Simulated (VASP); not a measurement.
Write the native input for VASP 6.6.1 that does the following.

- Task: single point
- Functional: PBE
- Potentials or basis: VASP PAW PBE potentials, release 64 (Al, O)
- Cutoff: 520 eV
- k mesh: 4 × 4 × 4
- Occupations: gaussian, width 0.1 eV
- Spin: collinear spin, ferromagnetic start
- Starting moments: [0.0, 0.0, 1.0, 1.0, 1.0, 1.0] μB
- Dipole correction: no
- Further INCAR settings: ALGO = Normal; EDIFF = 1e-06; NBANDS = 28

The structure of AlO2 lies in POSCAR:

```
AlO2
1.0
    4.2572407500      0.0000000000      0.0000000000
    0.0000000000      4.2572407500      0.0000000000
    0.0000000000      0.0000000000      3.9501180200
Al O
2 4
Direct
    0.0000000000      0.0000000000      0.5000000000
    0.5000000000      0.5000000000      0.0000000000
    0.5987829600      0.0987829600      0.2500000000
    0.4012170400      0.9012170400      0.2500000000
    0.0987829600      0.4012170400      0.7500000000
    0.9012170400      0.5987829600      0.7500000000
```

One way to write it, as run:

INCAR

```
PREC = Accurate
ENCUT = 520
EDIFF = 1E-6
ISMEAR = 0
SIGMA = 0.1
LREAL = False
LASPH = True
NELM = 150
ALGO = Normal
ISIF = 2
LWAVE = False
LCHARG = True
ISPIN = 2
MAGMOM = 0 0 1 1 1 1
LORBIT = 11
GGA = PE
LELF = True
LVHAR = True
NBANDS = 28
```

KPOINTS

```
regular mesh
0
Gamma
  4 4 4
```

Potentials or basis: VASP PAW PBE potentials, release 64 (Al, O).

Launch:

```bash
$ cat potpaw_PBE.64/Al/POTCAR potpaw_PBE.64/O/POTCAR > POTCAR
$ mpirun -np 1 vasp_std > vasp.out
```

It gave:

* Pressure: 30.8 GPa
* Largest force: 17.157 eV/Å
* Band gap on the k mesh: zero (filled and empty bands overlap)
* Net moment: 0.00 μB per cell
* Valence electrons inside the program's atomic spheres: Al 0.70; O 5.20

Caveat: the k points lie up to 0.40 Å⁻¹ apart; the standard files for N, O and F lose accuracy on very short bonds; forces of over 1 eV/Å act on the atoms, so gaps and moduli don't describe the material at rest.

It took 110 s on 1 thread of AMD EPYC 7R13 Processor (Zen 3), with other jobs on the host, peak memory 0.18 GiB.
